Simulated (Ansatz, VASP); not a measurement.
# In in VASP and in Ansatz

```xyz
1
Lattice="2.6093 0.0000 0.0000 0.0000 2.6093 0.0000 0.0000 0.0000 2.6093" Properties=species:S:1:pos:R:3 pbc="T T T"
In    0.0000    0.0000    0.0000
```

Change from the starting cell: volume scaled by 0.65, LAPW.

Alike in both runs: task single point; functional PBEsol; k mesh 14 × 14 × 14; occupations fermi-dirac, width 0.05 eV; no spin polarisation.

|  | VASP | Ansatz |
| --- | --- | --- |
| version | VASP 6.6.1 | Ansatz 0.2.0 |
| potentials or method | VASP PAW PBE potentials, release 64 (In_d), cutoff 520 eV | all-electron LAPW, scalar-relativistic |

Ansatz gave:

- pressure (GPa): 53.0

Which values does VASP return?

Pressure (GPa): 53.1.

VASP's potentials were made for PBE, not for PBEsol. Both programs put the cell under a high pressure, so it lies far from rest at this level. Ansatz ran all-electron here, and VASP with PAW potentials.
